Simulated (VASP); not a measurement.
Write the native input for VASP 6.6.1 that does the following.

```
Task                   : relaxation of cell and atoms
Functional             : PBE
Potentials or basis    : VASP PAW PBE potentials, release 64 (Be, Cd, Te)
Cutoff                 : 600 eV
k mesh                 : 4 × 4 × 4
Occupations            : gaussian, width 0.02 eV
Spin                   : no spin polarisation
Dipole correction      : no
Further INCAR settings : ALGO = Normal; EDIFF = 1e-06; IBRION = 2; EDIFFG = -0.01; NSW = 100; ISIF = 3
```

The structure of Be2CdTe3 lies in POSCAR:

```
Be2CdTe3
1.0
    6.3093048433     -3.6338256178      0.0000000000
    6.3093048433      3.6338256178      0.0000000000
    0.0000000000      0.0000000000      6.9255144738
Be Cd Te
4 2 6
Direct
    0.1663493886      0.4909936664      0.5005517265
    0.4909936664      0.1663493886      0.0005517265
    0.8336506114      0.5090063336      0.0005517265
    0.5090063336      0.8336506114      0.5005517265
    0.1818792730      0.8181207270      0.0017752742
    0.8181207270      0.1818792730      0.5017752742
    0.1653785834      0.4610229253      0.8588392349
    0.5389770747      0.8346214166      0.8588392349
    0.7971463099      0.2028536901      0.9094428030
    0.4610229253      0.1653785834      0.3588392349
    0.8346214166      0.5389770747      0.3588392349
    0.2028536901      0.7971463099      0.4094428030
```

One way to write it, as run:

INCAR

```
  ALGO = Normal
  EDIFF = 1E-6
  EDIFFG = -0.01
  ENCUT = 600
  GGA = PE
  IBRION = 2
  ISIF = 3
  ISMEAR = 0
  LASPH = True
  LCHARG = False
  LREAL = False
  LWAVE = False
  NELM = 100
  NSW = 100
  PREC = Accurate
  SIGMA = 0.02
```

KPOINTS

```
k-points
0
Gamma
  4 4 4
```

Potentials or basis: VASP PAW PBE potentials, release 64 (Be, Cd, Te).

Launch:

```bash
$ cat potpaw_PBE.64/Be/POTCAR potpaw_PBE.64/Cd/POTCAR potpaw_PBE.64/Te/POTCAR > POTCAR
$ mpirun -np 1 vasp_std > vasp.out
```

It gave:

```yaml
Relaxed_volume: 26.49 Å³/atom
Relaxed_cell: a = 7.292 Å, b = 7.292 Å, c = 6.897 Å, α = 90.00°, β = 90.00°, γ = 60.08°
Space_group_after_relaxing_to_0.1_Å: Cmc2_1 (No. 36)
Energy_gained_by_relaxing: 0.7 meV/atom
Ionic_steps: 16
Pressure_after_relaxing: 0.0 GPa
Largest_force_after_relaxing: 0.009 eV/Å
Band_gap_on_the_k_mesh: 1.95 eV (least direct gap 1.98 eV)
```

Caveat: spin-orbit coupling is left out, which moves the levels of the heavy elements.

Run time: 57 min on 1 thread of Oxide Virtual Turin-like Processor, with other jobs on the host, peak memory 0.69 GiB.
